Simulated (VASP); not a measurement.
# Ni (Im-3m) in VASP: further runs, part 2 of 2

VASP 6.6.1. The steps go on from the part before.

## 5. Single point, PBEsol, collinear spin, ferromagnetic start

The input, INCAR:

```
PREC = Accurate
ENCUT = 520
EDIFF = 1E-6
ISMEAR = -1
SIGMA = 0.05
LREAL = F
LASPH = T
NELM = 150
ALGO = Normal
ISIF = 2
LWAVE = F
LCHARG = T
ISPIN = 2
MAGMOM = 1
LORBIT = 11
NUPDOWN = 1.0
LMAXMIX = 4
GGA = PS
LELF = T
LVHAR = T
NBANDS = 15
```

The input, KPOINTS:

```
regular mesh
0
Gamma
  11 11 11
```

The input, POSCAR:

```
Ni
1.0
   -1.3837154700      1.3837154700      1.3837154700
    1.3837154700     -1.3837154700      1.3837154700
    1.3837154700      1.3837154700     -1.3837154700
Ni
1
Direct
    0.0000000000      0.0000000000      0.0000000000
```

Potentials or basis: VASP PAW PBE potentials, release 64 (Ni).

Started as:

```
cat potpaw_PBE.64/Ni/POTCAR > POTCAR
mpirun -np 1 vasp_std > vasp.out
```

OUTCAR:

```text
PREC = Accurate
   ENCUT = 520
   EDIFF = 1E-6
   ISMEAR = -1
   LREAL = F
   LASPH = T
   NELM = 150
   ISIF = 2
   ISPIN = 2
   LORBIT = 11
   NUPDOWN = 1.0
   GGA = PS

 ion  position               nearest neighbor table
   1  0.000  0.000  0.000-

  LATTYP: Found a body centered cubic cell.
 ALAT       =     2.7674309400

  Lattice vectors:

 A1 = (  -1.3837154700,   1.3837154700,   1.3837154700)
 A2 = (   1.3837154700,  -1.3837154700,   1.3837154700)
 A3 = (   1.3837154700,   1.3837154700,  -1.3837154700)

Analysis of symmetry for initial positions (statically):
=====================================================================
 Subroutine PRICEL returns:
 Original cell was already a primitive cell.

 Routine SETGRP: Setting up the symmetry group for a
 body centered cubic supercell.

 Subroutine GETGRP returns: Found 48 space group operations
 (whereof 48 operations were pure point group operations)
 out of a pool of 48 trial point group operations.

The static configuration has the point symmetry O_h .

Analysis of symmetry for dynamics (positions and initial velocities):
[... 628 lines left out ...]
     11      41.2506      0.00000
     12      42.6876      0.00000
     13      42.6876      0.00000
     14      42.6876      0.00000
[... 403 lines left out ...]
      4       9.2230      0.95265
      5       9.3424      0.64918
      6      13.9285      0.00000
      7      16.8919      0.00000
      8      21.9812      0.00000
      9      25.2466      0.00000
     10      40.7638      0.00000
     11      45.7460      0.00000
     12      46.1512      0.00000
     13      52.0195      0.00000
     14      52.5450      0.00000
     15      56.1662      0.00000

 [... further k-points ...]

------------------------ aborting loop because EDIFF is reached ----------------------------------------

  FORCE on cell =-STRESS in cart. coord.  units (eV):
  Direction    XX          YY          ZZ          XY          YZ          ZX
  --------------------------------------------------------------------------------------
  -------------------------------------------------------------------------------------
  Total        0.1399813      0.1399813      0.1399813     -0.0000000      0.0000000      0.0000000
  in kB       21.1631460     21.1631460     21.1631460     -0.0000000      0.0000000      0.0000000
  external PRESSURE =      21.1631460 kB  Pullay stress =       0.0000000 kB

 VOLUME and BASIS-vectors are now :
 -----------------------------------------------------------------------------
  energy-cutoff  :      520.00
  volume of cell :       10.60
      direct lattice vectors                 reciprocal lattice vectors
    -1.383715470  1.383715470  1.383715470     0.000000000  0.361345964  0.361345964
     1.383715470 -1.383715470  1.383715470     0.361345964  0.000000000  0.361345964
     1.383715470  1.383715470 -1.383715470     0.361345964  0.361345964  0.000000000

 POSITION                                       TOTAL-FORCE (eV/Angst)
 -----------------------------------------------------------------------------------
      0.00000      0.00000      0.00000         0.000000     -0.000000     -0.000000
 -----------------------------------------------------------------------------------
    total drift:                                0.000000      0.000000      0.000000

  FREE ENERGIE OF THE ION-ELECTRON SYSTEM (eV)
  ---------------------------------------------------
  free  energy   TOTEN  =        -5.9084259812 eV

  energy  without entropy=       -5.8881235329  energy(sigma->0) =       -5.89827476

 total charge

# of ion       s       p       d       tot
------------------------------------------
    1        0.519   0.546   8.289   9.354

 magnetization (x)

# of ion       s       p       d       tot
------------------------------------------
    1        0.014   0.021   0.950   0.985
```

OSZICAR:

```text
N       E                     dE             d eps       ncg     rms          rms(c)
DAV:   1     0.317735864856E+02    0.31774E+02   -0.42257E+03  3622   0.858E+02
DAV:   2    -0.572587092418E+01   -0.37499E+02   -0.34666E+02  3892   0.161E+02
DAV:   3    -0.711352248674E+01   -0.13877E+01   -0.13752E+01  4088   0.303E+01
DAV:   4    -0.712210353724E+01   -0.85811E-02   -0.85798E-02  4159   0.223E+00
DAV:   5    -0.712220406028E+01   -0.10052E-03   -0.10052E-03  4086   0.213E-01    0.110E+01
DAV:   6    -0.617127136805E+01    0.95093E+00   -0.12999E+01  4795   0.416E+01    0.560E+00
DAV:   7    -0.592889750504E+01    0.24237E+00   -0.15944E+00  4334   0.137E+01    0.233E+00
DAV:   8    -0.591312499870E+01    0.15773E-01   -0.18187E-02  4318   0.878E-01    0.125E+00
DAV:   9    -0.590889001695E+01    0.42350E-02   -0.27044E-03  5710   0.320E-01    0.257E-01
DAV:  10    -0.590842198042E+01    0.46804E-03   -0.68993E-04  5316   0.137E-01    0.344E-02
DAV:  11    -0.590842395559E+01   -0.19752E-05   -0.13212E-05  3799   0.477E-02    0.256E-02
DAV:  12    -0.590842604639E+01   -0.20908E-05   -0.34798E-06  3567   0.136E-02    0.815E-03
DAV:  13    -0.590842598115E+01    0.65232E-07   -0.44450E-07  2402   0.791E-03
   1 F= -.59084260E+01 E0= -.58982748E+01  d E =-.203024E-01  mag=     1.0000
```

stdout:

```text
POSCAR found type information on POSCAR Ni
 POSCAR found :  1 types and       1 ions
 scaLAPACK will be used
 -----------------------------------------------------------------------------
|                                                                             |
|                                                                             |
|     You enforced a specific xc type in the INCAR file but a different       |
|     I HOPE YOU KNOW WHAT YOU ARE DOING!                                     |
|                                                                             |
 -----------------------------------------------------------------------------

 LDA part: xc-table for (Slater+PW92), standard interpolation
 POSCAR, INCAR and KPOINTS ok, starting setup
 FFT: planning ... GRIDC
 FFT: planning ... GRID_SOFT
 FFT: planning ... GRID
 WAVECAR not read
 entering main loop
```

It used 15 s of CPU time on 1 thread of Intel Xeon 6975P-C (shared host).

Results:

| Quantity | Value |
| --- | --- |
| Free energy | -5.9084 eV |
| Pressure | 2.1 GPa |
| Net moment | 1.00 μB per cell |
| Site moments | Ni +0.98 μB |
| Valence electrons inside the program's atomic spheres | Ni 9.35 |

Caveat: the PAW data sets were made with another functional, which shifts forces and pressure a little; the total moment is fixed, so each spin has its own Fermi level.

## 6. Single point, PBEsol, collinear spin, ferromagnetic start

The input, INCAR:

```
PREC = Accurate
ENCUT = 520
EDIFF = 1E-6
ISMEAR = -1
SIGMA = 0.05
LREAL = False
LASPH = True
NELM = 150
ALGO = Normal
ISIF = 2
LWAVE = False
LCHARG = False
ISPIN = 2
MAGMOM = 1.2
LORBIT = 11
NUPDOWN = 1.2
LMAXMIX = 4
GGA = PS
NBANDS = 15
```

KPOINTS is that of step 5.

POSCAR is that of step 5.

Potentials or basis: VASP PAW PBE potentials, release 64 (Ni).

Started as:

```
cat potpaw_PBE.64/Ni/POTCAR > POTCAR
mpirun -np 1 vasp_std > vasp.out
```

It used 14 s of CPU time on 1 thread of Intel Xeon 6975P-C (shared host).

It converged, with:

```yaml
Free_energy: -5.7470 eV
Pressure: 5.3 GPa
Net_moment: 1.20 μB per cell
Site_moments: Ni +1.17 μB
Valence_electrons_inside_the_program's_atomic_spheres: Ni 9.35
```

Caveat: the PAW data sets were made with another functional, which shifts forces and pressure a little; the total moment is fixed, so each spin has its own Fermi level.

## 7. The runs side by side

| fixed moment (μB) | pressure (GPa) | moment (μB) |
| --- | --- | --- |
| 0.2 | -4.1 | 0.20 |
| 0.5 | -3.0 | 0.50 |
| 0.8 | -0.4 | 0.80 |
| 1.0 | 2.1 | 1.00 |
| 1.2 | 5.3 | 1.20 |

Alike in all rows: task single point; level PBEsol; potentials or basis VASP PAW PBE potentials, release 64 (Ni); spin collinear, ferromagnetic start; cell as given; k mesh 11 × 11 × 11; cutoff (eV) 520; smearing fermi-dirac 0.05 eV.

Caveats: the PAW data sets were made with another functional, which shifts forces and pressure a little; the total moment is fixed, so each spin has its own Fermi level.

Total energies depend on the potentials used, so only differences within one code and one set of settings carry meaning.
